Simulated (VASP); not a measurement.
NbH, 2 atoms in the cell. Symmetry: P-6m2, No. 187, hexagonal system. The conventional cell has a = 2.944 Å, b = 2.944 Å, c = 2.839 Å, α = 90.00°, β = 90.00°, γ = 120.00°. Within 3.0 Å of Nb (site symmetry -6m2) lie 6 H at 2.21 Å and 8 Nb at 2.84 to 2.94 Å. H (site symmetry -6m2) has 6 Nb at 2.21 Å and 8 H at 2.84 to 2.94 Å within 3.0 Å. The cell was generated, and may not be a known phase.

| Item | Value |
| --- | --- |
| Program | VASP 6.6.1 |
| Task | relaxation of cell and atoms |
| Functional | PBE |
| Potentials or basis | VASP PAW PBE potentials, release 64 (Nb_sv, H) |
| Cutoff | 600 eV |
| k mesh | 6 × 6 × 6 |
| Occupations | gaussian, width 0.1 eV |
| Spin | no spin polarisation |
| Dipole correction | no |
| Further INCAR settings | ALGO = Normal; EDIFF = 1e-06; IBRION = 2; EDIFFG = -0.04; NSW = 90; ISIF = 3 |

Potentials or basis: VASP PAW PBE potentials, release 64 (Nb_sv, H).

Command:

```bash
$ cat potpaw_PBE.64/Nb_sv/POTCAR potpaw_PBE.64/H/POTCAR > POTCAR
$ mpirun -np 1 vasp_std > vasp.out
```

Hardware: 1 thread of Intel(R) Xeon(R) 6975P-C (Granite Rapids), with other jobs on the host.

How long does it take, and how much memory?

It took 10 s on 1 thread of Intel(R) Xeon(R) 6975P-C (Granite Rapids), on a shared host, peak memory 0.14 GiB. Counts: scf iterations 38, k points 28, ion steps 5.
